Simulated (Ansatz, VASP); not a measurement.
Ti in VASP and in Ansatz

```xyz
2
Lattice="2.9695 0.0000 0.0000 -1.4848 2.5717 0.0000 0.0000 0.0000 4.7170" Properties=species:S:1:pos:R:3 pbc="T T T"
Ti    0.0000    1.7145    1.1793
Ti    1.4848    0.8572    3.5378
```

Change from the starting cell: volume scaled by 1.02, crystal datasets.

Alike in both runs: task electric field gradients; functional PBEsol; k mesh 14 × 14 × 8; occupations fermi-dirac, width 0.05 eV; no spin polarisation.

|  | VASP | Ansatz |
| --- | --- | --- |
| version | VASP 6.6.1 | Ansatz 0.2.0 |
| potentials or method | VASP PAW PBE potentials, release 64 (Ti_sv), cutoff 520 eV | all-electron PAW with datasets made for the crystal, scalar-relativistic |

Ansatz gave:

* pressure (GPa): -7.8
* traceless stress, the component that is largest in VASP (GPa): -0.37
* size of Vzz on the site where it differs most (V/Å²): 17.4

Question: Which values does VASP return?

Answer: Pressure (GPa): -7.9; traceless stress, the component that is largest in VASP (GPa): -0.37; size of Vzz on the site where it differs most (V/Å²): 15.8.

VASP's potentials were made for PBE, not for PBEsol. Ansatz ran all-electron here, and VASP with PAW potentials.
